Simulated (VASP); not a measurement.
# Bi2Te3 (R3m) in VASP: a series of runs

Bi2Te3 is run at these levels: LDA; tasks: single point.

Everything below comes from runs of VASP 6.6.1. Logs are shortened: lines on timing, memory, paths and dates and some standing lists are left out, and cuts for length are marked.

**1. The cell of the first run**

The structure is trigonal, space group R3m (No. 160). Conventional cell: a = 4.357 Å, b = 4.357 Å, c = 29.437 Å, α = 90.00°, β = 90.00°, γ = 120.00°. Bi (site symmetry 3m) has 3 Te at 2.99 Å and 3 Bi at 3.38 Å within 3.9 Å. Within 4.7 Å of Bi (site symmetry 3m) lie 9 Te at 3.23 to 4.61 Å and 9 Bi at 3.38 to 4.36 Å. Te (site symmetry 3m) has 6 Te at 3.00 to 3.40 Å within 4.0 Å. Te (site symmetry 3m) has 3 Bi at 2.99 Å and 3 Te at 3.40 Å within 3.9 Å. Within 4.0 Å of Te (site symmetry 3m) lie 3 Te at 3.00 Å and 3 Bi at 3.23 Å.

**2. Single point, LDA (32.27 Å³/atom)**

INCAR

```
PREC     = Accurate       # precision mode
ENCUT    = 520            # plane-wave cutoff, eV
EDIFF    = 1E-7           # SCF threshold, eV
ISMEAR   = -1             # smearing method
SIGMA    = 0.08           # smearing width, eV
LREAL    = F              # projectors in reciprocal space
LASPH    = T              # aspherical terms in the spheres
NELM     = 100            # most SCF steps
ALGO     = Normal         # electronic algorithm
ISIF     = 2              # what is computed and relaxed
LWAVE    = F              # write WAVECAR
LCHARG   = T              # write CHGCAR
GGA      = CA             # functional
LELF     = T              # ELF
LVHAR    = T            
NBANDS   = 32             # bands
```

KPOINTS

```
regular mesh
0
Gamma
  8 8 8
```

POSCAR

```
Bi2Te3
1.0
    2.1786529834      1.2578458864      9.8122390614
   -2.1786529834      1.2578458864      9.8122390614
    0.0000000000     -2.5156917729      9.8122390614
Bi Te
2 3
Direct
    0.8120000000      0.8120000000      0.8120000000
    0.4020000000      0.4020000000      0.4020000000
    0.6110000000      0.6110000000      0.6110000000
    0.2000000000      0.2000000000      0.2000000000
    0.0000000000      0.0000000000      0.0000000000
```

Potentials or basis: VASP PAW LDA potentials, release 64 (Bi_d, Te).

The run is started by

```sh
$ cat potpaw_LDA.64/Bi_d/POTCAR potpaw_LDA.64/Te/POTCAR > POTCAR
$ mpirun -np 1 vasp_std > vasp.out
```

OUTCAR:

```text
PREC = Accurate
   ENCUT = 520
   EDIFF = 1E-7
   ISMEAR = -1
   LREAL = F
   LASPH = T
   NELM = 100
   ISIF = 2
   GGA = CA

 ion  position               nearest neighbor table
   1  0.812  0.812  0.812-   4 2.99   4 2.99   4 2.99   2 3.38   2 3.38   2 3.38
   2  0.402  0.402  0.402-   5 3.23   5 3.23   5 3.23   1 3.38   1 3.38   1 3.38
   3  0.611  0.611  0.611-   5 3.00   5 3.00   5 3.00   4 3.40   4 3.40   4 3.40
   4  0.200  0.200  0.200-   1 2.99   1 2.99   1 2.99   3 3.40   3 3.40   3 3.40
   5  0.000  0.000  0.000-   3 3.00   3 3.00   3 3.00   2 3.23   2 3.23   2 3.23

  LATTYP: Found a trigonal (rhomboedric) cell.
 ALAT       =    10.1295972523
 COS(alpha) =     0.9074829532

  Lattice vectors:

 A1 = (   2.1786529834,   1.2578458864,   9.8122390614)
 A2 = (  -2.1786529834,   1.2578458864,   9.8122390614)
 A3 = (   0.0000000000,  -2.5156917729,   9.8122390614)

Analysis of symmetry for initial positions (statically):
=====================================================================
 Subroutine PRICEL returns:
 Original cell was already a primitive cell.

 Routine SETGRP: Setting up the symmetry group for a
 trigonal (rhombohedral) supercell.

 Subroutine GETGRP returns: Found  6 space group operations
 (whereof  6 operations were pure point group operations)
 out of a pool of 12 trial point group operations.

The static configuration has the point symmetry C_3v.

Analysis of symmetry for dynamics (positions and initial velocities):
=====================================================================
 Subroutine PRICEL returns:
 Original cell was already a primitive cell.

 Routine SETGRP: Setting up the symmetry group for a
 trigonal (rhombohedral) supercell.

 Subroutine GETGRP returns: Found  6 space group operations
 (whereof  6 operations were pure point group operations)
 out of a pool of 12 trial point group operations.

The dynamic configuration has the point symmetry C_3v.

 Subroutine INISYM returns: Found  6 space group operations
 (whereof  6 operations are pure point group operations),
 and found     1 'primitive' translations

----------------------------------------------------------------------------------------

                                     Primitive cell

  volume of cell :     161.3373

  direct lattice vectors                    reciprocal lattice vectors
     2.178652983  1.257845886  9.812239061     0.229499605  0.132501659  0.033971179
    -2.178652983  1.257845886  9.812239061    -0.229499605  0.132501659  0.033971179
     0.000000000 -2.515691773  9.812239061     0.000000000 -0.265003318  0.033971179

  length of vectors
    10.129597252 10.129597252 10.129597252     0.267171854  0.267171854  0.267171854

  position of ions in fractional coordinates (direct lattice)
     0.812000000  0.812000000  0.812000000
     0.402000000  0.402000000  0.402000000
     0.611000000  0.611000000  0.611000000
     0.200000000  0.200000000  0.200000000
     0.000000000  0.000000000  0.000000000

  ion indices of the primitive-cell ions
   primitive index   ion index
                 1           1
                 2           2
                 3           3
                 4           4
                 5           5

----------------------------------------------------------------------------------------

 KPOINTS: regular mesh

Automatic generation of k-mesh.
 Grid dimensions read from file:
 generate k-points for:    8    8    8

 Generating k-lattice:

  Cartesian coordinates                     Fractional coordinates (reciprocal lattice)
     0.028687451  0.016562707  0.004246397     0.125000000  0.000000000  0.000000000
    -0.028687451  0.016562707  0.004246397     0.000000000  0.125000000  0.000000000
     0.000000000 -0.033125415  0.004246397     0.000000000  0.000000000  0.125000000

  Length of vectors
     0.033396482  0.033396482  0.033396482

  Shift w.r.t. Gamma in fractional coordinates (k-lattice)
     0.000000000  0.000000000  0.000000000

 Subroutine IBZKPT returns following result:
 ===========================================

 Found     65 irreducible k-points:

 Following reciprocal coordinates:
            Coordinates               Weight
  0.000000  0.000000  0.000000      1.000000
  0.125000 -0.000000  0.000000      6.000000
  0.250000 -0.000000  0.000000      6.000000
  0.375000  0.000000  0.000000      6.000000
  0.500000 -0.000000  0.000000      3.000000
  0.125000  0.125000  0.000000      6.000000
[... 16 lines left out ...]
  0.250000  0.125000  0.125000      6.000000
  0.375000  0.125000  0.125000      6.000000
 [... further k-points ...]
   k-points           NKPTS =     65   k-points in BZ     NKDIM =     65   number of bands    NBANDS=     32
   number of dos      NEDOS =    301   number of ions     NIONS =      5
   total plane-waves  NPLWV = 512000
   dimension x,y,z NGX =    80 NGY =   80 NGZ =   80
   dimension x,y,z NGXF=   160 NGYF=  160 NGZF=  160
   ions per type =               2   3
   NGX,Y,Z   is equivalent  to a cutoff of  13.13, 13.13, 13.13 a.u.
   NGXF,Y,Z  is equivalent  to a cutoff of  26.26, 26.26, 26.26 a.u.
 SYSTEM =  unknown system
   PREC   = accura    normal or accurate (medium, high low for compatibility)
   ISTART =      0    job   : 0-new  1-cont  2-samecut
   ICHARG =      2    charge: 1-file 2-atom 10-const
   ISPIN  =      1    spin polarized calculation?
   LNONCOLLINEAR =      F non collinear calculations
   LSORBIT =      F    spin-orbit coupling
   LASPH  =      T    aspherical Exc in radial PAW
   ENCUT  =  520.0 eV  38.22 Ry    6.18 a.u.  18.83 18.83 18.83*2*pi/ulx,y,z
   NELM   =    100;   NELMIN=  2; NELMDL= -5     # of ELM steps
   EDIFF  = 0.1E-06   stopping-criterion for ELM
   LREAL  =      F    real-space projection
   EDIFFG = 0.1E-05   stopping-criterion for IOM
   NSW    =      0    number of steps for IOM
   IBRION =     -1    ionic relax: 0-MD 1-quasi-New 2-CG
   NFREE  =      0    steps in history (QN), initial steepest desc. (CG)
   ISIF   =      2    stress and relaxation
   ISYM   =      2    0-nonsym 1-usesym 2-fastsym
   POTIM  = 0.5000    time-step for ionic-motion
   TEBEG  =    0.0;   TEEND  =   0.0 temperature during run
   PSTRESS=    0.0 pullay stress
   NELECT =      48.0000    total number of electrons
   NUPDOWN=      -1.0000    fix difference up-down
   EMIN   =  10.00;   EMAX   =-10.00  energy-range for DOS
   EFERMI =   0.00;   METHOD = LEGACY
   ISMEAR =    -1;   SIGMA  =   0.08  broadening in eV -4-tet -1-fermi 0-gaus
   EFERMI_NEDOS =   21; number of points for ismear=-14 and -15
   IALGO  =     38    algorithm
   IMIX   =      4    mixing-type and parameters
     AMIX     =   0.40;   BMIX     =  1.00
     AMIX_MAG =   1.60;   BMIX_MAG =  1.00
  volume/ion in A,a.u.               =      32.27       217.75
  Fermi-wavevector in a.u.,A,eV,Ry     =   1.092891  2.065265 16.250953  1.194411
  Thomas-Fermi vector in A             =   2.229166
   LORBIT       =      0    0 simple, 1 ext, 2 COOP (PROOUT), +10 PAW based schemes
   GGA     = CA    functional components
   LHFCALC =     F    Hartree Fock is set to
   AEXX    =    0.0000 exact exchange contribution
   IVDW    =     0    specifies the selected vdW correction
   LEPSILON=     F    determine dielectric tensor
   LRPA    =     F    only Hartree local field effects (RPA)
 non-spin polarized calculation
  energy-cutoff  :      520.00
  volume of cell :      161.34
 maximum number of plane-waves:      4371
 NGX is ok and might be reduce to    80
   NGX = 37   NGY = 37   NGZ = 37

 number of electron      47.9999998 magnetization

 Free energy of the ion-electron system (eV)
  ---------------------------------------------------
  ext. energy  EPLUGINS =         0.00000000
  ---------------------------------------------------
  free energy    TOTEN  =       -20.29071291 eV

  energy without entropy =      -20.25793975  energy(sigma->0) =      -20.27432633

 E-fermi :   6.7799     XC(G=0):  -9.8146

 val. band max:        6.7476953202   @ k =   0.5000   0.1250   0.1250
 cond. band min:       6.8092106442   @ k =  -0.1250   0.1250   0.0000
 fundamental gap:      0.0615153240
 Fermi energy:         6.7799208217

 k-point     1 :       0.0000    0.0000    0.0000
  band No.  band energies     occupation
      1     -16.3399      2.00000
      2     -16.3399      2.00000
      3     -16.3042      2.00000
      4     -16.3042      2.00000
      5     -16.2992      2.00000
      6     -15.7424      2.00000
[... 24 lines left out ...]
     31      11.3124      0.00000
     32      11.5876      0.00000

 k-point     2 :       0.1250   -0.0000    0.0000
  band No.  band energies     occupation
      1     -16.3407      2.00000
      2     -16.3382      2.00000
      3     -16.3049      2.00000
      4     -16.3037      2.00000
      5     -16.2977      2.00000
      6     -15.7439      2.00000
[... 24 lines left out ...]
     31      10.8501      0.00000
     32      11.4145      0.00000

 k-point     3 :       0.2500   -0.0000    0.0000
  band No.  band energies     occupation
      1     -16.3428      2.00000
      2     -16.3346      2.00000
      3     -16.3066      2.00000
      4     -16.3018      2.00000
      5     -16.2940      2.00000
      6     -15.7497      2.00000
[... 24 lines left out ...]
     31      10.4468      0.00000
     32      12.0045      0.00000

 k-point     4 :       0.3750    0.0000    0.0000
  band No.  band energies     occupation
      1     -16.3451      2.00000
      2     -16.3318      2.00000
      3     -16.3083      2.00000
      4     -16.2991      2.00000
      5     -16.2901      2.00000
      6     -15.7557      2.00000
[... 654 lines left out ...]
     31      11.3102      0.00000
     32      11.6464      0.00000

 k-point    23 :       0.2500    0.1250    0.1250
  band No.  band energies     occupation
      1     -16.3407      2.00000
      2     -16.3382      2.00000
      3     -16.3049      2.00000
      4     -16.3037      2.00000
      5     -16.2977      2.00000
      6     -15.7439      2.00000
[... 24 lines left out ...]
     31      10.8522      0.00000
     32      11.5065      0.00000

 k-point    24 :       0.3750    0.1250    0.1250
  band No.  band energies     occupation
      1     -16.3428      2.00000
      2     -16.3346      2.00000
      3     -16.3066      2.00000
      4     -16.3018      2.00000
      5     -16.2940      2.00000
      6     -15.7497      2.00000
[... 24 lines left out ...]
     31      10.4898      0.00000
     32      11.7324      0.00000

 [... further k-points ...]

------------------------ aborting loop because EDIFF is reached ----------------------------------------

  FORCE on cell =-STRESS in cart. coord.  units (eV):
  Direction    XX          YY          ZZ          XY          YZ          ZX
  --------------------------------------------------------------------------------------
  -------------------------------------------------------------------------------------
  Total        0.6846680      0.6846680     -0.4202732      0.0000000      0.0000000      0.0000000
  in kB        6.7991673      6.7991673     -4.1735668      0.0000000      0.0000000      0.0000000
  external PRESSURE =       3.1415893 kB  Pullay stress =       0.0000000 kB

 VOLUME and BASIS-vectors are now :
 -----------------------------------------------------------------------------
  energy-cutoff  :      520.00
  volume of cell :      161.34
      direct lattice vectors                 reciprocal lattice vectors
     2.178652983  1.257845886  9.812239061     0.229499605  0.132501659  0.033971179
    -2.178652983  1.257845886  9.812239061    -0.229499605  0.132501659  0.033971179
     0.000000000 -2.515691773  9.812239061     0.000000000 -0.265003318  0.033971179

 POSITION                                       TOTAL-FORCE (eV/Angst)
 -----------------------------------------------------------------------------------
      0.00000     -0.00000     23.90261         0.000000      0.000000     -0.988432
      0.00000     -0.00000     11.83356         0.000000      0.000000     -0.401403
      0.00000     -0.00000     17.98583         0.000000      0.000000     -0.839570
      0.00000     -0.00000      5.88734         0.000000     -0.000000      0.933149
      0.00000      0.00000      0.00000         0.000000     -0.000000      1.296257
 -----------------------------------------------------------------------------------
    total drift:                               -0.000000     -0.000000     -0.000770

  FREE ENERGIE OF THE ION-ELECTRON SYSTEM (eV)
  ---------------------------------------------------
  free  energy   TOTEN  =       -20.2907129148 eV

  energy  without entropy=      -20.2579397498  energy(sigma->0) =      -20.27432633
```

It took 41 min on 1 thread of AMD EPYC 9755, shared host; peak memory 0.79 GiB.

Results:

```
Free energy            : -20.2907 eV
Pressure               : 0.3 GPa
Largest force          : 1.296 eV/Å
Band gap on the k mesh : zero (bands 24 and 25 overlap by 0.19 eV)
```

Forces in eV/Å, atoms in the order of the input:
```
Bi   0.000  0.000 -0.988
Bi   0.000  0.000 -0.401
Te   0.000  0.000 -0.840
Te   0.000  0.000  0.933
Te   0.000  0.000  1.296
```

Stress tensor (GPa, compression positive):
```
 0.68  0.00  0.00
 0.00  0.68  0.00
 0.00  0.00 -0.42
```

Caveat: spin-orbit coupling is left out, which moves the levels of the heavy elements; forces of over 1 eV/Å act on the atoms, so gaps and moduli don't describe the material at rest.

**3. Single point, LDA (33.28 Å³/atom)**

This run uses another cell than the first one, of 33.28 Å³/atom.

INCAR

```
SYSTEM = Bi2Te3
ALGO     = Normal         ! electronic algorithm
EDIFF    = 1E-7           ! SCF threshold, eV
ENCUT    = 520            ! plane-wave cutoff, eV
GGA      = CA             ! functional
ISIF     = 2              ! what is computed and relaxed
ISMEAR   = -1             ! smearing method
LASPH    = .True.         ! aspherical terms in the spheres
LCHARG   = .False.        ! write CHGCAR
LREAL    = .False.        ! projectors in reciprocal space
LWAVE    = .False.        ! write WAVECAR
NBANDS   = 32             ! bands
NELM     = 60             ! most SCF steps
PREC     = Accurate       ! precision mode
SIGMA    = 0.08           ! smearing width, eV
```

KPOINTS

```
k-points
0
Gamma
  8 8 8
  0 0 0
```

Edit POSCAR of step 2 so:

```diff
@@ -2,5 +2,5 @@
 1.0
-    2.1786529834      1.2578458864      9.8122390614
-   -2.1786529834      1.2578458864      9.8122390614
-    0.0000000000     -2.5156917729      9.8122390614
+    2.2011149069      1.2708142840      9.9134032967
+   -2.2011149069      1.2708142840      9.9134032967
+    0.0000000000     -2.5416285680      9.9134032967
 Bi Te
```

Potentials or basis: VASP PAW LDA potentials, release 64 (Bi_d, Te).

The run is started by

```sh
$ cat potpaw_LDA.64/Bi_d/POTCAR potpaw_LDA.64/Te/POTCAR > POTCAR
$ mpirun -np 1 vasp_std > vasp.out
```

Run time: 45 min. Hardware: 1 thread of AMD EPYC 9755, shared host; peak memory 0.81 GiB.

Results (log left out):

```yaml
Free_energy: -20.2751 eV
Pressure: -1.3 GPa
Largest_force: 1.194 eV/Å
Band_gap_on_the_k_mesh: zero (bands 24 and 25 overlap by 0.19 eV)
```

Forces on the atoms (eV/Å):
```
Bi   0.000  0.000 -0.820
Bi   0.000  0.000 -0.428
Te   0.000  0.000 -0.688
Te   0.000  0.000  0.742
Te   0.000  0.000  1.194
```

Stress tensor (GPa, compression positive):
```
-0.95  0.00  0.00
 0.00 -0.95  0.00
 0.00  0.00 -2.07
```

Levels at points of the mesh, in eV from the Fermi level:
| k point | band 22 | band 23 | band 24 | band 25 | band 26 | band 27 |
| --- | --- | --- | --- | --- | --- | --- |
| (0.00, 0.00, 0.00) | -0.49 | -0.47 | -0.47 | -0.08 | 0.27 | 0.27 |
| (0.50, 0.00, 0.00) | -2.24 | -0.32 | -0.26 | -0.16 | 0.44 | 2.51 |
| (0.50, 0.50, 0.00) | -1.87 | -1.10 | -0.51 | 0.34 | 1.10 | 1.75 |
| (0.50, 0.50, 0.50) | -0.90 | -0.72 | -0.72 | 0.41 | 0.85 | 0.85 |

Caveat: spin-orbit coupling is left out, which moves the levels of the heavy elements; forces of over 1 eV/Å act on the atoms, so gaps and moduli don't describe the material at rest.

**4. Single point, LDA (34.28 Å³/atom)**

This run uses another cell than the first one, of 34.28 Å³/atom.

INCAR

```
PREC = Accurate ; ENCUT = 520
EDIFF = 1E-6 ; ISMEAR = -1
SIGMA = 0.08 ; LREAL = False
LASPH = True ; NELM = 100
ALGO = Normal ; ISIF = 2
LWAVE = False ; LCHARG = False
NBANDS = 32
```

KPOINTS

```
Automatic mesh
0
Gamma
  8 8 8
```

Edit POSCAR of step 3 so:

```diff
@@ -2,5 +2,5 @@
 1.0
-    2.2011149069      1.2708142840      9.9134032967
-   -2.2011149069      1.2708142840      9.9134032967
-    0.0000000000     -2.5416285680      9.9134032967
+    2.2231275163      1.2835232699     10.0125439065
+   -2.2231275163      1.2835232699     10.0125439065
+    0.0000000000     -2.5670465399     10.0125439065
 Bi Te
```

The run is started by

```sh
$ cat potpaw_LDA.64/Bi_d/POTCAR potpaw_LDA.64/Te/POTCAR > POTCAR
$ mpirun -np 1 vasp_std > vasp.out
```

Wall time 48 min (1 thread of AMD EPYC 9755, shared host); peak memory 0.73 GiB.

Results (log left out):

* Free energy: -20.2121 eV
* Pressure: -2.7 GPa
* Largest force: 1.099 eV/Å
* Band gap on the k mesh: zero (bands 24 and 25 overlap by 0.18 eV)

Forces in eV/Å, atoms in the order of the input:
```
Bi   0.000  0.000 -0.667
Bi   0.000  0.000 -0.451
Te   0.000  0.000 -0.550
Te   0.000  0.000  0.569
Te   0.000  0.000  1.099
```

Stress tensor (GPa, compression positive):
```
-2.33  0.00  0.00
 0.00 -2.33  0.00
 0.00  0.00 -3.45
```

Levels at points of the mesh, in eV from the Fermi level:
```tsv
k point	band 22	band 23	band 24	band 25	band 26	band 27
(0.00, 0.00, 0.00)	-0.51	-0.43	-0.43	-0.11	0.28	0.28
(0.50, 0.00, 0.00)	-2.14	-0.29	-0.26	-0.16	0.45	2.43
(0.50, 0.50, 0.00)	-1.81	-1.04	-0.48	0.34	1.11	1.69
(0.50, 0.50, 0.50)	-0.92	-0.67	-0.67	0.40	0.84	0.84
```

Caveat: spin-orbit coupling is left out, which moves the levels of the heavy elements; forces of over 1 eV/Å act on the atoms, so gaps and moduli don't describe the material at rest.

**5. Overview**

| cell | gap on the mesh (eV) | pressure (GPa) | largest force (eV/Å) |
| --- | --- | --- | --- |
| a = 10.130 Å, angles 24.8°, 5 atoms | none | 0.3 | 1.30 |
| a = 10.234 Å, angles 24.8°, 5 atoms | none | -1.3 | 1.19 |
| a = 10.336 Å, angles 24.8°, 5 atoms | none | -2.7 | 1.10 |

Alike in all rows: task single point; level LDA; potentials or basis VASP PAW LDA potentials, release 64 (Bi_d, Te); no spin polarisation; k mesh 8 × 8 × 8; cutoff (eV) 520; smearing fermi-dirac 0.08 eV.

Caveats: spin-orbit coupling is left out, which moves the levels of the heavy elements; forces of over 1 eV/Å act on the atoms, so gaps and moduli don't describe the material at rest.

Total energies depend on the potentials used, so only differences within one code and one set of settings carry meaning.

The gap in the log of VASP goes by the Fermi energy; the results here count the filled bands.